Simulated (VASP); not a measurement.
Set up this calculation in VASP 6.6.1, as the native input.

| Property | Result |
| --- | --- |
| Task | single point |
| Functional | PBE |
| Dispersion | D3(BJ) |
| Potentials or basis | VASP PAW PBE potentials, release 64 (O_h, C_h) |
| Cutoff | 1000 eV |
| k mesh | 1 × 1 × 1 |
| Occupations | fermi-dirac, width 0.02 eV |
| Spin | no spin polarisation |
| Dipole correction | no |
| Further INCAR settings | LREAL = Auto; ALGO = Normal; EDIFF = 1e-06; NBANDS = 66 |

The structure of CO lies in POSCAR:

```
CO
1.0
    9.1017270000      0.0000000000      0.0000000000
    0.0000000000      9.1017270000      0.0000000000
    0.0000000000      0.0000000000      9.1017270000
O C
10 10
Direct
    0.2159919760      0.0866978322      0.1110228861
    0.5843836010      0.1711543315      0.8775807053
    0.6147624511      0.5266473055      0.5361070487
    0.7069207855      0.1095945857      0.4604950247
    0.7085468505      0.8100001242     -0.0525614534
    0.3699188077      0.5845154442      0.8814041555
    0.2236608503      0.2077957293      0.6534034695
    0.1597279286      0.5380297607      0.4769204789
    0.6820573722      0.3880911831      0.2501832894
    0.3791368385      0.8631328977      0.5593004492
    0.2999760375      0.1607606996      0.1684735216
    0.6144108695      0.2853853999      0.9174522593
    0.6999331006      0.5779013148      0.6153447582
    0.7065911777      0.0089433577      0.5343601275
    0.6438338570      0.7185449531     -0.0041970057
    0.3681389257      0.5076838714      0.9780561425
    0.2827705116      0.1862174069      0.7597019774
    0.1252179943      0.6052697472      0.5804063339
    0.8052757460      0.3839161513      0.2363068020
    0.3711163826      0.8951487998      0.4392463101
```

The input as run:

INCAR

```
SYSTEM = CO
PREC = Accurate
ENCUT = 1000
EDIFF = 1E-6
ISMEAR = -1
SIGMA = 0.02
LREAL = Auto
LASPH = .True.
NELM = 120
ALGO = Normal
ISIF = 2
LWAVE = .False.
LCHARG = .False.
GGA = PE
IVDW = 12
NBANDS = 66
GGA_COMPAT = .False.
```

KPOINTS

```
regular mesh
0
Gamma
  1 1 1
  0 0 0
```

Potentials or basis: VASP PAW PBE potentials, release 64 (O_h, C_h).

Run with:

```sh
$ cat potpaw_PBE.64/O_h/POTCAR potpaw_PBE.64/C_h/POTCAR > POTCAR
$ mpirun -np 1 vasp_gam > vasp.out
```

It gave:

```yaml
Pressure: 0.1 GPa
Largest_force: 3.157 eV/Å
Dispersion_energy_per_atom: -0.035 eV
```

Caveat: the k points lie up to 0.69 Å⁻¹ apart; the atoms stand as in a frame of molecular dynamics.

Run time: 6.5 min on 1 thread of Intel(R) Xeon(R) Platinum 8375C CPU @ 2.90GHz (Ice Lake), on a shared host, peak memory 1.4 GiB.
